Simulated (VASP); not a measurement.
# Pt (P6_3/mmc) in VASP: notebook, part 2 of 2

VASP 6.6.1. Earlier steps stand in the parts before.

### 4 Single point, PBE

This run uses another cell than the first one, of 18.04 Å³/atom, 1.013 times its volume.

The input, INCAR:

```
SYSTEM = Pt
PREC     = Accurate       ! precision mode
ENCUT    = 520            ! plane-wave cutoff, eV
EDIFF    = 1E-6           ! SCF threshold, eV
ISMEAR   = 0              ! smearing method
SIGMA    = 0.15           ! smearing width, eV
LREAL    = .FALSE.        ! projectors in reciprocal space
LASPH    = .TRUE.         ! aspherical terms in the spheres
NELM     = 80             ! most SCF steps
ALGO     = Normal         ! electronic algorithm
ISIF     = 2              ! what is computed and relaxed
LWAVE    = .FALSE.        ! write WAVECAR
LCHARG   = .FALSE.        ! write CHGCAR
GGA      = PE             ! functional
NBANDS   = 17             ! bands
```

The input, KPOINTS:

```
Automatic mesh
0
G
  18 18 10
  0 0 0
```

The input, POSCAR:

```
Pt
1.0
    2.9516000000      0.0000000000      0.0000000000
   -1.4758000000      2.5561605818      0.0000000000
    0.0000000000      0.0000000000      4.7813829983
Pt
2
Direct
    0.6666666667      0.3333333333      0.7500000000
    0.3333333333      0.6666666667      0.2500000000
```

The run is started by

```
> cat potpaw_PBE.64/Pt/POTCAR > POTCAR
> mpirun -np 1 vasp_std > vasp.out
```

Wall time 33 s (1 thread of Intel Xeon 6975P-C (Granite Rapids), shared host); peak memory 0.24 GiB.

It converged, with:

- Free energy: -11.6811 eV
- Pressure: -22.8 GPa
- Band gap on the k mesh: zero (band 10 reaches 8.36 eV, above the bottom of band 11 at 7.44 eV)

Stress tensor (GPa, compression positive):
```
-24.43   0.00   0.00
  0.00 -24.43   0.00
  0.00   0.00 -19.48
```

Levels at points of the mesh, in eV from the Fermi level:
| k point | band 7 | band 8 | band 9 | band 10 | band 11 | band 12 | band 13 | band 14 |
| --- | --- | --- | --- | --- | --- | --- | --- | --- |
| (0.00, 0.00, 0.00) | -2.33 | -1.83 | -1.83 | -0.22 | -0.22 | 0.30 | 4.68 | 14.86 |
| (0.50, 0.00, 0.00) | -2.15 | -0.04 | 0.14 | 0.20 | 1.88 | 2.97 | 7.04 | 8.63 |
| (0.00, 0.00, 0.50) | -2.79 | -2.79 | -0.70 | -0.70 | -0.70 | -0.70 | 12.41 | 12.41 |
| (0.50, 0.00, 0.50) | -0.60 | -0.60 | 0.11 | 0.11 | 1.75 | 1.75 | 5.32 | 5.32 |

Caveat: spin-orbit coupling is left out, which moves the levels of the heavy elements.

### 5 Single point, PBE

This run uses another cell than the first one, of 18.11 Å³/atom, 1.017 times its volume.

The input, INCAR:

```
PREC = Accurate
ENCUT = 520
EDIFF = 1E-7
ISMEAR = 0
SIGMA = 0.15
LREAL = False
LASPH = True
NELM = 60
ALGO = Normal
ISIF = 2
LWAVE = False
LCHARG = False
GGA = PE
NBANDS = 17
```

The input, KPOINTS:

```
Automatic mesh
0
Gamma
  18 18 10
```

The input, POSCAR:

```
Pt
1.0
    2.9034000000      0.0000000000      0.0000000000
   -1.4517000000      2.5144181573      0.0000000000
    0.0000000000      0.0000000000      4.9607000000
Pt
2
Direct
    0.6666666667      0.3333333333      0.7500000000
    0.3333333333      0.6666666667      0.2500000000
```

Potentials or basis: VASP PAW PBE potentials, release 64 (Pt).

The run is started by

```
> cat potpaw_PBE.64/Pt/POTCAR > POTCAR
> mpirun -np 1 vasp_std > vasp.out
```

OUTCAR:

```text
PREC = Accurate
   ENCUT = 520
   EDIFF = 1E-7
   ISMEAR = 0
   LREAL = False
   LASPH = True
   NELM = 60
   ISIF = 2
   GGA = PE

 ion  position               nearest neighbor table
   1  0.667  0.333  0.750-   2 2.99   2 2.99   2 2.99   2 2.99   2 2.99   2 2.99
   2  0.333  0.667  0.250-   1 2.99   1 2.99   1 2.99   1 2.99   1 2.99   1 2.99

  LATTYP: Found a hexagonal cell.
 ALAT       =     2.9034000000
 C/A-ratio  =     1.7085830406

  Lattice vectors:

 A1 = (   2.9034000000,   0.0000000000,   0.0000000000)
[... 193 lines left out ...]
      5       5.3505      2.00000
      6       5.6543      2.00000
[... 457 lines left out ...]
      4       5.3581      2.00000
      5       5.5190      2.00000
      6       5.5631      2.00000
[... 9 lines left out ...]
     16      19.2695      0.00000
     17      21.1823      0.00000

 [... further k-points ...]
[... 5 lines left out ...]
  --------------------------------------------------------------------------------------
  -------------------------------------------------------------------------------------
  Total       -5.5324752     -5.5324752     -4.7528472      0.0000000      0.0000000      0.0000000
  in kB     -244.7612799   -244.7612799   -210.2698918      0.0000000      0.0000000      0.0000000
  external PRESSURE =    -233.2641505 kB  Pullay stress =       0.0000000 kB

 VOLUME and BASIS-vectors are now :
 -----------------------------------------------------------------------------
  energy-cutoff  :      520.00
  volume of cell :       36.21
      direct lattice vectors                 reciprocal lattice vectors
     2.903400000  0.000000000  0.000000000     0.344423779  0.198853162  0.000000000
    -1.451700000  2.514418157  0.000000000     0.000000000  0.397706323  0.000000000
     0.000000000  0.000000000  4.960700000     0.000000000  0.000000000  0.201584454

 POSITION                                       TOTAL-FORCE (eV/Angst)
 -----------------------------------------------------------------------------------
      1.45170      0.83814      3.72053         0.000000     -0.000000      0.000000
     -0.00000      1.67628      1.24018        -0.000000      0.000000      0.000000
 -----------------------------------------------------------------------------------
    total drift:                               -0.000000      0.000000     -0.000000

  FREE ENERGIE OF THE ION-ELECTRON SYSTEM (eV)
  ---------------------------------------------------
  free  energy   TOTEN  =       -11.6964797854 eV

  energy  without entropy=      -11.6403437783  energy(sigma->0) =      -11.66841178
```

Wall time 40 s (1 thread of Intel Xeon 6975P-C (Granite Rapids), shared host); peak memory 0.24 GiB.

Results:

```
Free energy            : -11.6965 eV
Pressure               : -23.3 GPa
Band gap on the k mesh : zero (band 10 reaches 8.39 eV, above the bottom of band 11 at 7.41 eV)
```

Caveat: spin-orbit coupling is left out, which moves the levels of the heavy elements.

### 6 Overview

| cell | gap on the mesh (eV) | pressure (GPa) |
| --- | --- | --- |
| a = 2.952, b = 2.952, c = 4.722 Å, angles 90.0, 90.0, 120.0°, 2 atoms | none | -21.3 |
| a = 2.903, b = 2.903, c = 4.901 Å, angles 90.0, 90.0, 120.0°, 2 atoms | none | -22.1 |
| a = 2.952, b = 2.952, c = 4.781 Å, angles 90.0, 90.0, 120.0°, 2 atoms | none | -22.8 |
| a = 2.903, b = 2.903, c = 4.961 Å, angles 90.0, 90.0, 120.0°, 2 atoms | none | -23.3 |

Alike in all rows: task single point; level PBE; potentials or basis VASP PAW PBE potentials, release 64 (Pt); no spin polarisation; k mesh 18 × 18 × 10; cutoff (eV) 520; smearing gaussian 0.15 eV.

Caveats: spin-orbit coupling is left out, which moves the levels of the heavy elements.

Absolute energies hang on the potentials; compare differences alone.
